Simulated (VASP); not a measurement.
# BN in VASP: a series of runs

The runs below take BN through single point, with PBE.

All numbers are computed with VASP 6.6.1; they aren't measurements. Logs are shortened: lines on timing, memory, paths and dates and some standing lists are left out, and cuts for length are marked.

**1. The cell of the first run**

Symmetry: Imm2, No. 44, orthorhombic system. The conventional cell has a = 2.467 Å, b = 2.659 Å, c = 3.625 Å, α = 90.00°, β = 90.00°, γ = 90.00°. Within 2.0 Å of B (site symmetry mm2) lie 4 N at 1.53 to 1.61 Å. Within 2.0 Å of N (site symmetry mm2) lie 4 B at 1.53 to 1.61 Å.

**2. Single point, PBE (engineering shear strain xz -0.0750, normal strain along z +0.0000)**

INCAR reads:

```
PREC = Accurate
ENCUT = 520
EDIFF = 1E-6
ISMEAR = 0
SIGMA = 0.05
LREAL = F
LASPH = T
NELM = 100
ALGO = Normal
ISIF = 2
LWAVE = F
LCHARG = F
GGA = PE
NBANDS = 11
```

KPOINTS reads:

```
regular mesh
0
Gamma
  12 12 12
```

POSCAR reads:

```
BN
1.0
   -0.0679647668      1.8123937807      1.8123937807
    1.8123937807     -0.0679647668      1.8123937807
    1.7444290139      1.7444290139      0.0000000000
B N
1 1
Direct
    0.0000000000      0.0000000000      0.0000000000
    0.7500000000      0.7500000000      0.7500000000
```

Potentials or basis: VASP PAW PBE potentials, release 64 (B, N).

Started as:

```
cat potpaw_PBE.64/B/POTCAR potpaw_PBE.64/N/POTCAR > POTCAR
mpirun -np 1 vasp_std > vasp.out
```

OUTCAR:

```text
PREC = Accurate
   ENCUT = 520
   EDIFF = 1E-6
   ISMEAR = 0
   LREAL = F
   LASPH = T
   NELM = 100
   ISIF = 2
   GGA = PE

 ion  position               nearest neighbor table
   1  0.000  0.000  0.000-   2 1.53   2 1.53   2 1.61   2 1.61
   2  0.750  0.750  0.750-   1 1.53   1 1.53   1 1.61   1 1.61

  LATTYP: Found a body centered orthorhombic cell.
 ALAT       =     2.4669951701
 B/A-ratio  =     1.0779220780
 C/A-ratio  =     1.4693127921

  Lattice vectors:

 A1 = (   0.0679647668,  -1.8123937807,  -1.8123937807)
 A2 = (  -0.0679647668,   1.8123937807,  -1.8123937807)
 A3 = (   1.8123937807,  -0.0679647668,   1.8123937807)

Analysis of symmetry for initial positions (statically):
=====================================================================
 Subroutine PRICEL returns:
 Original cell was already a primitive cell.

 Routine SETGRP: Setting up the symmetry group for a
 body centered orthorhombic supercell.

 Subroutine GETGRP returns: Found  4 space group operations
 (whereof  4 operations were pure point group operations)
 out of a pool of  8 trial point group operations.

The static configuration has the point symmetry C_2v.

Analysis of symmetry for dynamics (positions and initial velocities):
=====================================================================
 Subroutine PRICEL returns:
 Original cell was already a primitive cell.

 Routine SETGRP: Setting up the symmetry group for a
 body centered orthorhombic supercell.

 Subroutine GETGRP returns: Found  4 space group operations
 (whereof  4 operations were pure point group operations)
 out of a pool of  8 trial point group operations.

The dynamic configuration has the point symmetry C_2v.

 Subroutine INISYM returns: Found  4 space group operations
 (whereof  4 operations are pure point group operations),
 and found     1 'primitive' translations

----------------------------------------------------------------------------------------

                                     Primitive cell

  volume of cell :      11.8899

  direct lattice vectors                    reciprocal lattice vectors
    -0.067964767  1.812393781  1.812393781    -0.265906734  0.265906734  0.275878236
     1.812393781 -0.067964767  1.812393781     0.265906734 -0.265906734  0.275878236
     1.744429014  1.744429014  0.000000000     0.286626739  0.286626739 -0.275878236

  length of vectors
     2.564012801  2.564012801  2.466995170     0.466392092  0.466392092  0.490324970

  position of ions in fractional coordinates (direct lattice)
     0.000000000  0.000000000  0.000000000
     0.750000000  0.750000000  0.750000000

  ion indices of the primitive-cell ions
   primitive index   ion index
                 1           1
                 2           2

----------------------------------------------------------------------------------------

 KPOINTS: regular mesh

Automatic generation of k-mesh.
 Grid dimensions read from file:
 generate k-points for:   12   12   12

 Generating k-lattice:

  Cartesian coordinates                     Fractional coordinates (reciprocal lattice)
    -0.022158894  0.022158894  0.022989853     0.083333333 -0.000000000  0.000000000
     0.022158894 -0.022158894  0.022989853    -0.000000000  0.083333333  0.000000000
     0.023885562  0.023885562 -0.022989853    -0.000000000 -0.000000000  0.083333333

  Length of vectors
     0.038866008  0.038866008  0.040860414

  Shift w.r.t. Gamma in fractional coordinates (k-lattice)
     0.000000000  0.000000000  0.000000000

 Subroutine IBZKPT returns following result:
 ===========================================

 Found    280 irreducible k-points:

 Following reciprocal coordinates:
            Coordinates               Weight
  0.000000  0.000000  0.000000      1.000000
  0.083333 -0.000000  0.000000      4.000000
  0.166667  0.000000  0.000000      4.000000
  0.250000  0.000000  0.000000      4.000000
  0.333333  0.000000  0.000000      4.000000
  0.416667 -0.000000  0.000000      4.000000
[... 16 lines left out ...]
  0.500000  0.166667  0.000000      4.000000
 -0.416667  0.166667  0.000000      4.000000
 [... further k-points ...]
   k-points           NKPTS =    280   k-points in BZ     NKDIM =    280   number of bands    NBANDS=     11
   number of dos      NEDOS =    301   number of ions     NIONS =      2
   total plane-waves  NPLWV =   7200
   dimension x,y,z NGX =    20 NGY =   20 NGZ =   18
   dimension x,y,z NGXF=    40 NGYF=   40 NGZF=   36
   ions per type =               1   1
   NGX,Y,Z   is equivalent  to a cutoff of  12.97, 12.97, 12.13 a.u.
   NGXF,Y,Z  is equivalent  to a cutoff of  25.94, 25.94, 24.26 a.u.
 SYSTEM =  unknown system
   PREC   = accura    normal or accurate (medium, high low for compatibility)
   ISTART =      0    job   : 0-new  1-cont  2-samecut
   ICHARG =      2    charge: 1-file 2-atom 10-const
   ISPIN  =      1    spin polarized calculation?
   LNONCOLLINEAR =      F non collinear calculations
   LSORBIT =      F    spin-orbit coupling
   LASPH  =      T    aspherical Exc in radial PAW
   ENCUT  =  520.0 eV  38.22 Ry    6.18 a.u.   4.77  4.77  4.59*2*pi/ulx,y,z
   NELM   =    100;   NELMIN=  2; NELMDL= -5     # of ELM steps
   EDIFF  = 0.1E-05   stopping-criterion for ELM
   LREAL  =      F    real-space projection
   EDIFFG = 0.1E-04   stopping-criterion for IOM
   NSW    =      0    number of steps for IOM
   IBRION =     -1    ionic relax: 0-MD 1-quasi-New 2-CG
   NFREE  =      0    steps in history (QN), initial steepest desc. (CG)
   ISIF   =      2    stress and relaxation
   ISYM   =      2    0-nonsym 1-usesym 2-fastsym
   POTIM  = 0.5000    time-step for ionic-motion
   TEBEG  =    0.0;   TEEND  =   0.0 temperature during run
   PSTRESS=    0.0 pullay stress
   NELECT =       8.0000    total number of electrons
   NUPDOWN=      -1.0000    fix difference up-down
   EMIN   =  10.00;   EMAX   =-10.00  energy-range for DOS
   EFERMI =   0.00;   METHOD = LEGACY
   ISMEAR =     0;   SIGMA  =   0.05  broadening in eV -4-tet -1-fermi 0-gaus
   EFERMI_NEDOS =   21; number of points for ismear=-14 and -15
   IALGO  =     38    algorithm
   IMIX   =      4    mixing-type and parameters
     AMIX     =   0.40;   BMIX     =  1.00
     AMIX_MAG =   1.60;   BMIX_MAG =  1.00
  volume/ion in A,a.u.               =       5.94        40.12
  Fermi-wavevector in a.u.,A,eV,Ry     =   1.434540  2.710887 27.999496  2.057905
  Thomas-Fermi vector in A             =   2.553937
   LORBIT       =      0    0 simple, 1 ext, 2 COOP (PROOUT), +10 PAW based schemes
   GGA     = PE    functional components
   LHFCALC =     F    Hartree Fock is set to
   AEXX    =    0.0000 exact exchange contribution
   IVDW    =     0    specifies the selected vdW correction
   LEPSILON=     F    determine dielectric tensor
   LRPA    =     F    only Hartree local field effects (RPA)
 non-spin polarized calculation
 Gauss-broadening in eV      SIGMA  =   0.05
  energy-cutoff  :      520.00
  volume of cell :       11.89
 maximum number of plane-waves:       330
   NGX =  9   NGY =  9   NGZ =  9

 number of electron       8.0000000 magnetization

 Free energy of the ion-electron system (eV)
  ---------------------------------------------------
  ext. energy  EPLUGINS =         0.00000000
  ---------------------------------------------------
  free energy    TOTEN  =       -17.35737368 eV

  energy without entropy =      -17.35737368  energy(sigma->0) =      -17.35737368

 E-fermi :   7.8378     XC(G=0): -12.7874

 val. band max:        7.4859106458   @ k =   0.0000   0.0000   0.0000
 cond. band min:      11.4622252513   @ k =   0.5000   0.5000   0.0000
 fundamental gap:      3.9763146055
 Fermi energy:         7.8378173549

 k-point     1 :       0.0000    0.0000    0.0000
  band No.  band energies     occupation
      1     -12.8488      2.00000
      2       7.1904      2.00000
      3       7.2543      2.00000
      4       7.4859      2.00000
      5      15.1473      0.00000
      6      15.1768      0.00000
      7      17.1494      0.00000
      8      18.5652      0.00000
      9      31.9352      0.00000
     10      34.9922      0.00000
     11      35.0000      0.00000

 k-point     2 :       0.0833   -0.0000    0.0000
  band No.  band energies     occupation
      1     -12.6901      2.00000
      2       6.1983      2.00000
      3       7.0997      2.00000
      4       7.3275      2.00000
      5      15.3741      0.00000
      6      15.9096      0.00000
      7      17.3791      0.00000
      8      18.7731      0.00000
      9      31.6652      0.00000
     10      32.9345      0.00000
     11      33.5457      0.00000

 k-point     3 :       0.1667    0.0000    0.0000
  band No.  band energies     occupation
      1     -12.2207      2.00000
      2       4.0161      2.00000
      3       6.7507      2.00000
      4       6.9329      2.00000
      5      15.9101      0.00000
      6      17.1484      0.00000
      7      17.9194      0.00000
      8      19.4762      0.00000
      9      30.7554      0.00000
     10      31.8507      0.00000
     11      32.2721      0.00000

 k-point     4 :       0.2500    0.0000    0.0000
  band No.  band energies     occupation
      1     -11.4655      2.00000
      2       1.5603      2.00000
      3       6.3452      2.00000
      4       6.4632      2.00000
      5      16.4780      0.00000
      6      17.9566      0.00000
      7      18.4528      0.00000
      8      20.5713      0.00000
      9      30.1809      0.00000
     10      31.4193      0.00000
     11      32.0359      0.00000

 k-point     5 :       0.3333    0.0000    0.0000
  band No.  band energies     occupation
      1     -10.4901      2.00000
      2      -0.7558      2.00000
      3       5.9982      2.00000
      4       6.0519      2.00000
      5      16.8676      0.00000
      6      18.3852      0.00000
      7      18.7574      0.00000
      8      21.5540      0.00000
      9      30.2797      0.00000
     10      31.5939      0.00000
     11      32.8658      0.00000
[... 211 lines left out ...]
 k-point    21 :       0.3333    0.1667    0.0000
  band No.  band energies     occupation
      1     -10.5515      2.00000
      2       0.8428      2.00000
      3       4.9220      2.00000
      4       5.0819      2.00000
      5      15.3573      0.00000
      6      19.3218      0.00000
      7      19.9773      0.00000
      8      20.5695      0.00000
      9      26.5141      0.00000
     10      33.8534      0.00000
     11      36.2587      0.00000

 k-point    22 :       0.4167    0.1667    0.0000
  band No.  band energies     occupation
      1      -9.5639      2.00000
      2      -1.1690      2.00000
      3       4.3629      2.00000
      4       4.8819      2.00000
      5      16.1093      0.00000
      6      19.6383      0.00000
      7      20.3961      0.00000
      8      20.6981      0.00000
      9      27.3756      0.00000
     10      33.6012      0.00000
     11      36.6174      0.00000

 k-point    23 :       0.5000    0.1667    0.0000
  band No.  band energies     occupation
      1      -8.7238      2.00000
      2      -2.5611      2.00000
      3       3.7882      2.00000
      4       4.9090      2.00000
      5      16.6948      0.00000
      6      19.7753      0.00000
      7      20.5436      0.00000
      8      21.3943      0.00000
      9      27.7491      0.00000
     10      33.5303      0.00000
     11      35.8143      0.00000

 k-point    24 :      -0.4167    0.1667    0.0000
  band No.  band energies     occupation
      1      -8.6392      2.00000
      2      -2.6792      2.00000
      3       3.3425      2.00000
      4       5.1562      2.00000
      5      17.1901      0.00000
      6      19.7541      0.00000
      7      20.2355      0.00000
      8      22.2780      0.00000
      9      27.9071      0.00000
     10      33.4544      0.00000
     11      33.6584      0.00000

 [... further k-points ...]
[... 5 lines left out ...]
  --------------------------------------------------------------------------------------
  -------------------------------------------------------------------------------------
  Total        0.2736487      0.2736487      0.0723077      2.4962513      0.0000000      0.0000000
  in kB       36.8746109     36.8746109      9.7435770    336.3739493      0.0000000      0.0000000
  external PRESSURE =      27.8309329 kB  Pullay stress =       0.0000000 kB

 VOLUME and BASIS-vectors are now :
 -----------------------------------------------------------------------------
  energy-cutoff  :      520.00
  volume of cell :       11.89
      direct lattice vectors                 reciprocal lattice vectors
    -0.067964767  1.812393781  1.812393781    -0.265906734  0.265906734  0.275878236
     1.812393781 -0.067964767  1.812393781     0.265906734 -0.265906734  0.275878236
     1.744429014  1.744429014  0.000000000     0.286626739  0.286626739 -0.275878236

 POSITION                                       TOTAL-FORCE (eV/Angst)
 -----------------------------------------------------------------------------------
      0.00000      0.00000      0.00000        -0.000000     -0.000000      0.120025
      2.61664      2.61664      2.71859         0.000000      0.000000     -0.120025
 -----------------------------------------------------------------------------------
    total drift:                               -0.000003     -0.000003     -0.000120

  FREE ENERGIE OF THE ION-ELECTRON SYSTEM (eV)
  ---------------------------------------------------
  free  energy   TOTEN  =       -17.3573736845 eV

  energy  without entropy=      -17.3573736845  energy(sigma->0) =      -17.35737368
```

Run time: 12 s. Hardware: 1 thread of Intel Xeon 6975P-C (Granite Rapids), shared host; peak memory 0.14 GiB.

Results:

```yaml
Free_energy: -17.3574 eV
Pressure: 2.8 GPa
Largest_force: 0.120 eV/Å
Band_gap_on_the_k_mesh: 3.98 eV, indirect (least direct gap 7.66 eV)
```

Forces on the atoms (eV/Å):
```
B    0.000  0.000  0.120
N    0.000  0.000 -0.120
```

Levels at points of the mesh, in eV from the valence-band top:
```csv
k point,band 2,band 3,band 4,band 5,band 6,band 7
"(0.00, 0.00, 0.00)",-0.30,-0.23,0.00,7.66,7.69,9.66
"(0.50, 0.00, 0.00)",-10.88,-1.80,-1.79,9.60,11.16,11.37
"(0.50, 0.50, 0.00)",-9.04,-5.69,-4.32,3.98,9.49,17.57
"(0.00, 0.00, 0.50)",-10.70,-2.44,-2.28,9.02,9.73,10.96
"(0.50, 0.00, 0.50)",-9.05,-5.02,-4.99,4.29,9.04,17.13
```

Caveat: the cell differs from its parent crystal (engineering shear strain xz -0.0750, normal strain along z +0.0000). A k mesh can miss the band edges.

**3. Single point, PBE (engineering shear strain xz -0.0750, normal strain along z -0.0350)**

INCAR reads:

```
PREC     = Accurate       # precision mode
ENCUT    = 520            # plane-wave cutoff, eV
EDIFF    = 1E-6           # SCF threshold, eV
ISMEAR   = 0              # smearing method
SIGMA    = 0.05           # smearing width, eV
LREAL    = F              # projectors in reciprocal space
LASPH    = T              # aspherical terms in the spheres
NELM     = 60             # most SCF steps
ALGO     = Normal         # electronic algorithm
ISIF     = 2              # what is computed and relaxed
LWAVE    = F              # write WAVECAR
LCHARG   = F              # write CHGCAR
GGA      = PE             # functional
NBANDS   = 11             # bands
```

KPOINTS is that of step 2.

POSCAR reads:

```
BN
1.0
   -0.0679647668      1.7489599984      1.8123937807
    1.8123937807     -0.0679647668      1.8123937807
    1.7444290139      1.6809952316      0.0000000000
B N
1 1
Direct
    0.0000000000      0.0000000000      0.0000000000
    0.7500000000      0.7500000000      0.7500000000
```

Potentials or basis: VASP PAW PBE potentials, release 64 (B, N).

Started as:

```
cat potpaw_PBE.64/B/POTCAR potpaw_PBE.64/N/POTCAR > POTCAR
mpirun -np 1 vasp_std > vasp.out
```

Run time: 19 s. Hardware: 1 thread of Intel Xeon 6975P-C (Granite Rapids), shared host; peak memory 0.16 GiB.

The run converged. Its results:

| Property | Result |
| --- | --- |
| Free energy | -17.3069 eV |
| Pressure | 17.3 GPa |
| Largest force | 0.246 eV/Å |
| Band gap on the k mesh | 3.76 eV, indirect (least direct gap 7.57 eV) |

Forces in eV/Å, atoms in the order of the input:
```
B    0.000  0.000  0.246
N    0.000  0.000 -0.246
```

Stress tensor (GPa, compression positive):
```
11.32 38.23  0.00
38.23 32.31  0.00
 0.00  0.00  8.28
```

Levels at points of the mesh, in eV from the valence-band top:
```
           k point  band 2  band 3  band 4  band 5  band 6  band 7
(0.00, 0.00, 0.00)   -0.51   -0.51    0.00    7.57    7.81    9.71
(0.50, 0.00, 0.00)  -11.39   -2.27   -1.75    9.36   11.09   12.17
(0.50, 0.50, 0.00)   -9.61   -5.92   -4.42    4.04    9.86   17.69
(0.00, 0.00, 0.50)  -11.17   -2.93   -2.28    9.01   10.25   10.73
(0.50, 0.00, 0.50)   -9.10   -5.68   -5.64    3.76    8.52   17.58
(0.00, 0.50, 0.50)   -9.63   -5.18   -5.16    4.39    9.38   17.51
```

Caveat: the cell differs from its parent crystal (engineering shear strain xz -0.0750, normal strain along z -0.0350). A k mesh can miss the band edges.
